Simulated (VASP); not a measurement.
# InSb3 (P4/mmm) in VASP: notebook

InSb3 is run at these levels: PBEsol; tasks: single point.

All numbers are computed with VASP 6.6.1; they aren't measurements. Logs are shortened: lines on timing, memory, paths and dates and some standing lists are left out, and cuts for length are marked.

## 1. The cell of the first run

It takes space group P4/mmm (No. 123, tetragonal). The conventional cell has a = 4.835 Å, b = 4.835 Å, c = 4.282 Å, α = 90.00°, β = 90.00°, γ = 90.00°. Within 4.3 Å of In (site symmetry 4/mmm) lie 12 Sb at 3.23 to 3.42 Å and 2 In at 4.28 Å. Sb (site symmetry mmm) has 4 In at 3.23 Å and 10 Sb at 3.23 to 4.28 Å within 4.3 Å. Sb (site symmetry 4/mmm) has 10 Sb at 3.23 to 4.28 Å and 4 In at 3.42 Å within 4.3 Å.

## 2. Single point, PBEsol (25.02 Å³/atom)

INCAR

```
SYSTEM = InSb3
  ALGO = Normal
  EDIFF = 1E-6
  ENCUT = 520
  GGA = PS
  ISIF = 2
  ISMEAR = 0
  LASPH = .True.
  LCHARG = .False.
  LREAL = .False.
  LWAVE = .False.
  NBANDS = 22
  NELM = 80
  PREC = Accurate
  SIGMA = 0.15
```

KPOINTS

```
k-points
0
Gamma
  10 10 10
  0 0 0
```

POSCAR

```
InSb3
1.0
    4.8345865169      0.0000000000      0.0000000000
    0.0000000000      4.8345865169      0.0000000000
    0.0000000000      0.0000000000      4.2819932781
In Sb
1 3
Direct
    0.0000000000      0.0000000000      0.0000000000
    0.5000000000      0.0000000000      0.5000000000
    0.0000000000      0.5000000000      0.5000000000
    0.5000000000      0.5000000000      0.0000000000
```

Potentials or basis: VASP PAW PBE potentials, release 64 (In_d, Sb).

Started as:

```sh
$ cat potpaw_PBE.64/In_d/POTCAR potpaw_PBE.64/Sb/POTCAR > POTCAR
$ mpirun -np 1 vasp_std > vasp.out
```

OUTCAR:

```text
SYSTEM = InSb3
   EDIFF = 1E-6
   ENCUT = 520
   GGA = PS
   ISIF = 2
   ISMEAR = 0
   LASPH = .True.
   LREAL = .False.
   NELM = 80
   PREC = Accurate

 ion  position               nearest neighbor table
   1  0.000  0.000  0.000-   2 3.23   3 3.23   2 3.23   3 3.23   3 3.23   3 3.23   2 3.23   2 3.23
                             4 3.42   4 3.42   4 3.42   4 3.42
   2  0.500  0.000  0.500-   1 3.23   4 3.23   1 3.23   4 3.23   4 3.23   4 3.23   1 3.23   1 3.23
                             3 3.42   3 3.42   3 3.42   3 3.42
   3  0.000  0.500  0.500-   1 3.23   4 3.23   1 3.23   4 3.23   1 3.23   1 3.23   4 3.23   4 3.23
                             2 3.42   2 3.42   2 3.42   2 3.42
   4  0.500  0.500  0.000-   2 3.23   3 3.23   2 3.23   3 3.23   2 3.23   2 3.23   3 3.23   3 3.23
                             1 3.42   1 3.42   1 3.42   1 3.42

  LATTYP: Found a simple tetragonal cell.
 ALAT       =     4.8345865169
 C/A-ratio  =     0.8857000000

  Lattice vectors:

 A1 = (   4.8345865169,   0.0000000000,   0.0000000000)
 A2 = (   0.0000000000,   4.8345865169,   0.0000000000)
 A3 = (   0.0000000000,   0.0000000000,   4.2819932781)

Analysis of symmetry for initial positions (statically):
=====================================================================
 Subroutine PRICEL returns:
 Original cell was already a primitive cell.

 Routine SETGRP: Setting up the symmetry group for a
 simple tetragonal supercell.

 Subroutine GETGRP returns: Found 16 space group operations
 (whereof 16 operations were pure point group operations)
 out of a pool of 16 trial point group operations.

The static configuration has the point symmetry D_4h.

Analysis of symmetry for dynamics (positions and initial velocities):
=====================================================================
 Subroutine PRICEL returns:
 Original cell was already a primitive cell.

 Routine SETGRP: Setting up the symmetry group for a
 simple tetragonal supercell.

 Subroutine GETGRP returns: Found 16 space group operations
 (whereof 16 operations were pure point group operations)
 out of a pool of 16 trial point group operations.

The dynamic configuration has the point symmetry D_4h.

 Subroutine INISYM returns: Found 16 space group operations
 (whereof 16 operations are pure point group operations),
 and found     1 'primitive' translations

[... 98 lines left out ...]
   EDIFF  = 0.1E-05   stopping-criterion for ELM
   LREAL  =      F    real-space projection
   EDIFFG = 0.1E-04   stopping-criterion for IOM
   NSW    =      0    number of steps for IOM
   IBRION =     -1    ionic relax: 0-MD 1-quasi-New 2-CG
   NFREE  =      0    steps in history (QN), initial steepest desc. (CG)
   ISIF   =      2    stress and relaxation
   ISYM   =      2    0-nonsym 1-usesym 2-fastsym
   POTIM  = 0.5000    time-step for ionic-motion
   TEBEG  =    0.0;   TEEND  =   0.0 temperature during run
   PSTRESS=    0.0 pullay stress
   NELECT =      28.0000    total number of electrons
   NUPDOWN=      -1.0000    fix difference up-down
   EMIN   =  10.00;   EMAX   =-10.00  energy-range for DOS
   EFERMI =   0.00;   METHOD = LEGACY
   ISMEAR =     0;   SIGMA  =   0.15  broadening in eV -4-tet -1-fermi 0-gaus
   EFERMI_NEDOS =   21; number of points for ismear=-14 and -15
   IALGO  =     38    algorithm
   IMIX   =      4    mixing-type and parameters
     AMIX     =   0.40;   BMIX     =  1.00
     AMIX_MAG =   1.60;   BMIX_MAG =  1.00
  volume/ion in A,a.u.               =      25.02       168.85
  Fermi-wavevector in a.u.,A,eV,Ry     =   1.070712  2.023352 15.598045  1.146424
  Thomas-Fermi vector in A             =   2.206430
   LORBIT       =      0    0 simple, 1 ext, 2 COOP (PROOUT), +10 PAW based schemes
   GGA     = PS    functional components
   LHFCALC =     F    Hartree Fock is set to
   AEXX    =    0.0000 exact exchange contribution
   IVDW    =     0    specifies the selected vdW correction
   LEPSILON=     F    determine dielectric tensor
   LRPA    =     F    only Hartree local field effects (RPA)
 non-spin polarized calculation
 Gauss-broadening in eV      SIGMA  =   0.15
  energy-cutoff  :      520.00
  volume of cell :      100.08
 maximum number of plane-waves:      2720
 NGX is ok and might be reduce to    36
   NGX = 17   NGY = 17   NGZ = 15

 number of electron      28.0000001 magnetization

 Free energy of the ion-electron system (eV)
  ---------------------------------------------------
  ext. energy  EPLUGINS =         0.00000000
  ---------------------------------------------------
  free energy    TOTEN  =       -16.02564005 eV

  energy without entropy =      -16.00031684  energy(sigma->0) =      -16.01297844

 E-fermi :   8.9938     XC(G=0): -10.6414

 val. band max:        8.9847843671   @ k =   0.0000   0.0000   0.0000
 cond. band min:       9.0023149341   @ k =   0.3000   0.0000   0.3000
 fundamental gap:      0.0175305670
 Fermi energy:         8.9937781186

 k-point     1 :       0.0000    0.0000    0.0000
  band No.  band energies     occupation
      1      -5.5501      2.00000
      2      -5.5230      2.00000
      3      -5.5037      2.00000
      4      -5.5030      2.00000
      5      -5.5030      2.00000
      6      -3.9554      2.00000
[... 589 lines left out ...]
     21      14.7919      0.00000
     22      15.1381      0.00000

 [... further k-points ...]

------------------------ aborting loop because EDIFF is reached ----------------------------------------

  FORCE on cell =-STRESS in cart. coord.  units (eV):
  Direction    XX          YY          ZZ          XY          YZ          ZX
  --------------------------------------------------------------------------------------
  -------------------------------------------------------------------------------------
  Total        2.4761629      2.4761629      1.7885167      0.0000000      0.0000000      0.0000000
  in kB       39.6392237     39.6392237     28.6311582      0.0000000      0.0000000      0.0000000
  external PRESSURE =      35.9698685 kB  Pullay stress =       0.0000000 kB

 VOLUME and BASIS-vectors are now :
 -----------------------------------------------------------------------------
  energy-cutoff  :      520.00
  volume of cell :      100.08
      direct lattice vectors                 reciprocal lattice vectors
     4.834586517  0.000000000  0.000000000     0.206842922  0.000000000  0.000000000
     0.000000000  4.834586517  0.000000000     0.000000000  0.206842922  0.000000000
     0.000000000  0.000000000  4.281993278     0.000000000  0.000000000  0.233536098

 POSITION                                       TOTAL-FORCE (eV/Angst)
 -----------------------------------------------------------------------------------
      0.00000      0.00000      0.00000         0.000000      0.000000      0.000000
      2.41729      0.00000      2.14100         0.000000      0.000000      0.000000
      0.00000      2.41729      2.14100         0.000000      0.000000      0.000000
      2.41729      2.41729      0.00000         0.000000      0.000000      0.000000
 -----------------------------------------------------------------------------------
    total drift:                               -0.000000     -0.000000      0.000000

  FREE ENERGIE OF THE ION-ELECTRON SYSTEM (eV)
  ---------------------------------------------------
  free  energy   TOTEN  =       -16.0256400506 eV

  energy  without entropy=      -16.0003168362  energy(sigma->0) =      -16.01297844
```

OSZICAR:

```text
N       E                     dE             d eps       ncg     rms          rms(c)
DAV:   1     0.192399330537E+03    0.19240E+03   -0.11070E+04  5544   0.121E+03
DAV:   2     0.507137270205E+00   -0.19189E+03   -0.18482E+03  6118   0.301E+02
DAV:   3    -0.155279901598E+02   -0.16035E+02   -0.15483E+02  6964   0.883E+01
DAV:   4    -0.160608088064E+02   -0.53282E+00   -0.53103E+00  6474   0.166E+01
DAV:   5    -0.160856033877E+02   -0.24795E-01   -0.24792E-01  8360   0.374E+00    0.411E+00
DAV:   6    -0.160403584872E+02    0.45245E-01   -0.71510E-02  6870   0.393E+00    0.230E+00
DAV:   7    -0.160263869932E+02    0.13971E-01   -0.31532E-02  7642   0.201E+00    0.270E-01
DAV:   8    -0.160256650953E+02    0.72190E-03   -0.29501E-03  6730   0.703E-01    0.761E-02
DAV:   9    -0.160256406023E+02    0.24493E-04   -0.15124E-04  6820   0.932E-02    0.206E-02
DAV:  10    -0.160256403447E+02    0.25759E-06   -0.10067E-05  7760   0.215E-02    0.757E-03
DAV:  11    -0.160256400506E+02    0.29405E-06   -0.54527E-07  4344   0.536E-03
   1 F= -.16025640E+02 E0= -.16012978E+02  d E =-.253232E-01
```

It took 4.4 min on 1 thread of AMD EPYC 7R13, shared host; peak memory 0.35 GiB.

What came out:

```
Free energy            : -16.0256 eV
Pressure               : 3.6 GPa
Band gap on the k mesh : zero (bands 14 and 15 overlap by 4.52 eV)
```

Levels at points of the mesh, in eV from the Fermi level:
| k point | band 10 | band 11 | band 12 | band 13 | band 14 | band 15 | band 16 | band 17 | band 18 | band 19 |
| --- | --- | --- | --- | --- | --- | --- | --- | --- | --- | --- |
| (0.00, 0.00, 0.00) | -5.13 | -3.97 | -3.38 | -0.01 | -0.01 | 0.71 | 2.11 | 2.39 | 2.39 | 3.91 |
| (0.50, 0.00, 0.00) | -3.78 | -2.87 | -2.58 | -1.70 | -0.68 | -0.65 | 2.02 | 2.47 | 2.58 | 3.23 |
| (0.50, 0.50, 0.00) | -1.48 | -1.01 | -0.72 | -0.72 | -0.70 | -0.70 | 0.94 | 1.64 | 2.58 | 2.96 |
| (0.00, 0.00, 0.50) | -3.15 | -3.15 | -2.45 | -2.45 | -1.82 | -1.46 | 1.82 | 1.82 | 2.94 | 3.02 |
| (0.50, 0.00, 0.50) | -3.01 | -2.13 | -2.06 | -1.72 | -1.47 | -1.31 | -0.84 | 0.65 | 3.88 | 4.12 |
| (0.50, 0.50, 0.50) | -5.62 | -5.62 | -5.41 | -5.00 | 3.06 | 3.20 | 4.09 | 4.09 | 4.67 | 6.71 |

Caveat: the cell stands under pressure; the PAW data sets were made with another functional, which shifts forces and pressure a little; spin-orbit coupling is left out, which moves the levels of the heavy elements.

## 3. Single point, PBEsol (25.72 Å³/atom)

This run uses another cell than the first one, of 25.72 Å³/atom.

INCAR

```
SYSTEM = InSb3
  PREC = Accurate
  ENCUT = 520
  EDIFF = 1E-6
  ISMEAR = 0
  SIGMA = 0.15
  LREAL = .False.
  LASPH = .True.
  NELM = 80
  ALGO = Normal
  ISIF = 2
  LWAVE = .False.
  LCHARG = .False.
  GGA = PS
  NBANDS = 22
```

KPOINTS

```
regular mesh
0
Gamma
  10 10 10
  0 0 0
```

POSCAR

```
InSb3
1.0
    4.9791195768      0.0000000000      0.0000000000
    0.0000000000      4.9791195768      0.0000000000
    0.0000000000      0.0000000000      4.1505940793
In Sb
1 3
Direct
    0.0000000000      0.0000000000      0.0000000000
    0.5000000000      0.0000000000      0.5000000000
    0.0000000000      0.5000000000      0.5000000000
    0.5000000000      0.5000000000      0.0000000000
```

Potentials or basis: VASP PAW PBE potentials, release 64 (In_d, Sb).

Started as:

```sh
$ cat potpaw_PBE.64/In_d/POTCAR potpaw_PBE.64/Sb/POTCAR > POTCAR
$ mpirun -np 1 vasp_std > vasp.out
```

Wall time 5 min (1 thread of AMD EPYC 7R13, shared host); peak memory 0.38 GiB.

The run converged. Its results:

- Free energy: -16.1130 eV
- Pressure: 1.3 GPa
- Band gap on the k mesh: zero (bands 14 and 15 overlap by 4.16 eV)

Stress tensor (GPa, compression positive):
```
 1.93  0.00  0.00
 0.00  1.93  0.00
 0.00  0.00 -0.03
```

Levels at points of the mesh, in eV from the Fermi level:
```tsv
k point	band 11	band 12	band 13	band 14	band 15	band 16	band 17	band 18
(0.00, 0.00, 0.00)	-3.32	-3.14	-0.35	-0.35	0.92	2.33	2.88	2.88
(0.50, 0.00, 0.00)	-2.94	-2.06	-1.16	-0.30	-0.20	1.70	2.24	2.66
(0.50, 0.50, 0.00)	-0.59	-0.30	-0.30	-0.30	-0.30	1.50	2.02	2.17
(0.00, 0.00, 0.50)	-2.95	-2.32	-2.32	-1.96	-1.57	1.53	1.53	2.57
(0.50, 0.00, 0.50)	-2.29	-2.14	-1.66	-1.47	-1.23	-1.06	0.67	3.64
(0.50, 0.50, 0.50)	-5.42	-5.10	-4.82	2.59	2.74	3.73	3.73	4.56
```

Caveat: the PAW data sets were made with another functional, which shifts forces and pressure a little; spin-orbit coupling is left out, which moves the levels of the heavy elements.

## 4. Single point, PBEsol (25.72 Å³/atom)

This run uses another cell than the first one, of 25.72 Å³/atom.

INCAR

```
PREC = Accurate ; ENCUT = 520
EDIFF = 1E-6 ; ISMEAR = 0
SIGMA = 0.15 ; LREAL = False
LASPH = True ; NELM = 60
ALGO = Normal ; ISIF = 2
LWAVE = False ; LCHARG = True
GGA = PS ; LELF = True
LVHAR = True ; NBANDS = 22
```

KPOINTS

```
regular mesh
0
Gamma
  10 10 10
```

POSCAR

```
InSb3
1.0
    4.5922847801      0.0000000000      0.0000000000
    0.0000000000      4.5922847801      0.0000000000
    0.0000000000      0.0000000000      4.8793025789
In Sb
1 3
Direct
    0.0000000000      0.0000000000      0.0000000000
    0.5000000000      0.0000000000      0.5000000000
    0.0000000000      0.5000000000      0.5000000000
    0.5000000000      0.5000000000      0.0000000000
```

Started as:

```sh
$ cat potpaw_PBE.64/In_d/POTCAR potpaw_PBE.64/Sb/POTCAR > POTCAR
$ mpirun -np 1 vasp_std > vasp.out
```

It took 5.6 min on 1 thread of AMD EPYC 7R13, shared host; peak memory 0.36 GiB.

Results (log left out):

- Free energy: -16.0536 eV
- Pressure: 1.8 GPa
- Band gap on the k mesh: zero (bands 14 and 15 overlap by 4.68 eV)

Stress tensor (GPa, compression positive):
```
1.83 0.00 0.00
0.00 1.83 0.00
0.00 0.00 1.63
```

Levels at points of the mesh, in eV from the Fermi level:
| k point | band 10 | band 11 | band 12 | band 13 | band 14 | band 15 | band 16 | band 17 | band 18 | band 19 |
| --- | --- | --- | --- | --- | --- | --- | --- | --- | --- | --- |
| (0.00, 0.00, 0.00) | -4.47 | -4.47 | -3.55 | 0.37 | 0.37 | 0.51 | 1.78 | 2.02 | 2.02 | 4.64 |
| (0.50, 0.00, 0.00) | -3.36 | -2.84 | -2.56 | -2.07 | -1.28 | -1.04 | 2.06 | 2.40 | 2.64 | 2.88 |
| (0.50, 0.50, 0.00) | -3.00 | -2.08 | -2.08 | -1.66 | -1.36 | -1.36 | -0.90 | 0.68 | 4.19 | 4.42 |
| (0.00, 0.00, 0.50) | -3.16 | -3.16 | -2.26 | -2.26 | -0.95 | -0.82 | 1.82 | 2.32 | 2.74 | 2.74 |
| (0.50, 0.00, 0.50) | -2.26 | -1.43 | -1.42 | -1.38 | -1.12 | -1.03 | -0.03 | 1.10 | 3.22 | 3.50 |
| (0.50, 0.50, 0.50) | -5.48 | -5.36 | -5.36 | -4.96 | 3.32 | 3.61 | 3.61 | 4.41 | 4.50 | 6.27 |

Caveat: the PAW data sets were made with another functional, which shifts forces and pressure a little; spin-orbit coupling is left out, which moves the levels of the heavy elements.

## 5. Single point, PBEsol (25.72 Å³/atom)

This run uses another cell than the first one, of 25.72 Å³/atom.

INCAR

```
SYSTEM = InSb3
ALGO = Normal ; EDIFF = 1E-6
ENCUT = 520 ; GGA = PS
ISIF = 2 ; ISMEAR = 0
LASPH = .TRUE. ; LCHARG = .FALSE.
LREAL = .FALSE. ; LWAVE = .FALSE.
NBANDS = 22 ; NELM = 60
PREC = Accurate ; SIGMA = 0.15
```

KPOINTS

```
k-points
0
G
  10 10 10
  0 0 0
```

POSCAR

```
InSb3
1.0
    4.4102137528      0.0000000000      0.0000000000
    0.0000000000      4.4102137528      0.0000000000
    0.0000000000      0.0000000000      5.2904924179
In Sb
1 3
Direct
    0.0000000000      0.0000000000      0.0000000000
    0.5000000000      0.0000000000      0.5000000000
    0.0000000000      0.5000000000      0.5000000000
    0.5000000000      0.5000000000      0.0000000000
```

Started as:

```sh
$ cat potpaw_PBE.64/In_d/POTCAR potpaw_PBE.64/Sb/POTCAR > POTCAR
$ mpirun -np 1 vasp_std > vasp.out
```

Run time: 5.9 min. Hardware: 1 thread of AMD EPYC 7R13, shared host; peak memory 0.38 GiB.

The run converged. Its results:

- Free energy: -16.0364 eV
- Pressure: 2.0 GPa
- Band gap on the k mesh: zero (bands 14 and 15 overlap by 3.65 eV)

Stress tensor (GPa, compression positive):
```
2.41 0.00 0.00
0.00 2.41 0.00
0.00 0.00 1.18
```

Levels at points of the mesh, in eV from the Fermi level:
```
           k point  band 12  band 13  band 14  band 15  band 16  band 17
(0.00, 0.00, 0.00)    -3.11    -0.15    -0.15     0.74     1.91     2.99
(0.50, 0.00, 0.00)    -2.17    -1.53    -0.91    -0.78     1.61     2.56
(0.50, 0.50, 0.00)    -2.82    -1.89    -1.77    -1.51    -1.51     0.40
(0.00, 0.00, 0.50)    -2.05    -2.05    -0.63    -0.30     0.46     1.38
(0.50, 0.00, 0.50)    -1.00    -0.90    -0.84    -0.59     0.59     1.56
(0.50, 0.50, 0.50)    -5.18    -4.82     2.14     2.54     2.54     4.96
```

Caveat: the PAW data sets were made with another functional, which shifts forces and pressure a little; spin-orbit coupling is left out, which moves the levels of the heavy elements.

## 6. The runs side by side

```csv
cell,gap on the mesh (eV),pressure (GPa)
"a = 4.835, b = 4.835, c = 4.282 Å, 4 atoms",none,3.6
"a = 4.979, b = 4.979, c = 4.151 Å, 4 atoms",none,1.3
"a = 4.592, b = 4.592, c = 4.879 Å, 4 atoms",none,1.8
"a = 4.410, b = 4.410, c = 5.290 Å, 4 atoms",none,2.0
```

Alike in all rows: task single point; level PBEsol; potentials or basis VASP PAW PBE potentials, release 64 (In_d, Sb); no spin polarisation; k mesh 10 × 10 × 10; cutoff (eV) 520; smearing gaussian 0.15 eV.

Caveats: the PAW data sets were made with another functional, which shifts forces and pressure a little; spin-orbit coupling is left out, which moves the levels of the heavy elements; the cell stands under pressure (at least some runs).

Total energies depend on the potentials used, so only differences within one code and one set of settings carry meaning.
